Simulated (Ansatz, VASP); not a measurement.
## C in VASP and in Ansatz

The input POSCAR:

```
C
1.0
   -2.5098396889      0.0000000000      0.0000000000
   -1.2549198445     -2.1735849300      0.0000000000
    0.0000000000      0.0000000000     18.0606492275
C
16
Direct
    0.0000000000      0.0000000000      0.6156990805
    0.0000000000      0.0000000000      0.1572258269
    0.0000000000      1.0000000000      0.8449357073
    0.0000000000      1.0000000000      0.3864624537
    0.0000000000      0.0000000000      0.7597206803
    0.0000000000      0.0000000000      0.3012474267
    0.0000000000      1.0000000000      0.0720107999
    0.0000000000      1.0000000000      0.5304840535
    0.3333333333      0.3333333333      0.6443824204
    0.3333333333      0.3333333333      0.1859091668
    0.6666666667      0.6666666667      0.8736190472
    0.6666666667      0.6666666667      0.4151457936
    0.3333333333      0.3333333333      0.7310373404
    0.3333333333      0.3333333333      0.2725640868
    0.6666666667      0.6666666667      0.0433274600
    0.6666666667      0.6666666667      0.5018007136
```

The input INCAR.step1:

```
PREC     = Accurate       # precision mode
ENCUT    = 520            # plane-wave cutoff, eV
ISMEAR   = 0              # smearing method
SIGMA    = 0.05           # smearing width, eV
LREAL    = Auto         
LASPH    = True           # aspherical terms in the spheres
NELM     = 80             # most SCF steps
NBANDS   = 46             # bands
GGA      = PE             # functional
ALGO     = Normal         # electronic algorithm
EDIFF    = 1E-4           # SCF threshold, eV
LWAVE    = True           # write WAVECAR
LCHARG   = False          # write CHGCAR
```

File INCAR.step2:

```
PREC     = Accurate       # precision mode
ENCUT    = 520            # plane-wave cutoff, eV
EDIFF    = 1E-7           # SCF threshold, eV
ISMEAR   = 0              # smearing method
SIGMA    = 0.05           # smearing width, eV
LREAL    = Auto         
LASPH    = True           # aspherical terms in the spheres
NELM     = 80             # most SCF steps
ALGO     = Normal         # electronic algorithm
ISIF     = 2              # what is computed and relaxed
LWAVE    = False          # write WAVECAR
LCHARG   = True           # write CHGCAR
METAGGA  = R2SCAN         # meta-GGA
LMIXTAU  = True         
LELF     = True           # ELF
LVHAR    = True         
NBANDS   = 46             # bands
ISTART   = 1
```

Contents of KPOINTS:

```
regular mesh
0
Gamma
  10 10 2
```

Input for Ansatz:

```yaml
crystal:
  lattice:
    - [-2.5098396889, 0.0, 0.0]
    - [-1.2549198445, -2.17358493, 0.0]
    - [0.0, 0.0, 18.0606492275]
  atoms:
    - { symbol: C, position: [0.0, 0.0, 0.6156990805] }
    - { symbol: C, position: [0.0, 0.0, 0.1572258269] }
    - { symbol: C, position: [0.0, 1.0, 0.8449357073] }
    - { symbol: C, position: [0.0, 1.0, 0.3864624537] }
    - { symbol: C, position: [0.0, 0.0, 0.7597206803] }
    - { symbol: C, position: [0.0, 0.0, 0.3012474267] }
    - { symbol: C, position: [0.0, 1.0, 0.0720107999] }
    - { symbol: C, position: [0.0, 1.0, 0.5304840535] }
    - { symbol: C, position: [0.3333333333, 0.3333333333, 0.6443824204] }
    - { symbol: C, position: [0.3333333333, 0.3333333333, 0.1859091668] }
    - { symbol: C, position: [0.6666666667, 0.6666666667, 0.8736190472] }
    - { symbol: C, position: [0.6666666667, 0.6666666667, 0.4151457936] }
    - { symbol: C, position: [0.3333333333, 0.3333333333, 0.7310373404] }
    - { symbol: C, position: [0.3333333333, 0.3333333333, 0.2725640868] }
    - { symbol: C, position: [0.6666666667, 0.6666666667, 0.04332746] }
    - { symbol: C, position: [0.6666666667, 0.6666666667, 0.5018007136] }
basis:
  ecutwfc: 500
kpoints:
  mp_grid: { grid: [10, 10, 2] }
hamiltonian:
  xc: r2scan
scf:
  occupations: { method: gaussian, width: 0.05 }
output:
  forces: true
  stress: true
  eigenvalues: true
  write_density: true
  write_potential: true
  elf: true
  volumetric_format: npy
```

Alike in both runs: task single point; functional r2SCAN; k mesh 10 × 10 × 2; occupations gaussian, width 0.05 eV; no spin polarisation.

|  | VASP | Ansatz |
| --- | --- | --- |
| version | VASP 6.6.1 | Ansatz 0.2.0 |
| potentials or method | VASP PAW PBE potentials, release 64 (C), cutoff 520 eV | scalar-relativistic, plane waves, PAW |
| valence electrons in the cell | 64 | 64 |

|  | VASP | Ansatz | Ansatz less VASP |
| --- | --- | --- | --- |
| gap on the k mesh at the Fermi level (eV) | 0.63 | 0.64 | +0.019 |
| least direct gap on the mesh (eV) | 1.28 | 1.29 | +0.003 |
| pressure (GPa) | -3.2 | -4.2 | -1.05 |
| traceless stress, the component that is largest in VASP (GPa) | -7.72 | -7.60 | +0.122 |
| rms of the force components (eV/Å) | 0.932 | 0.941 | +0.0083 |

VASP's potentials were made for PBE, not for r2SCAN. Atom by atom the forces differ by 0.013 eV/Å (rms over components).
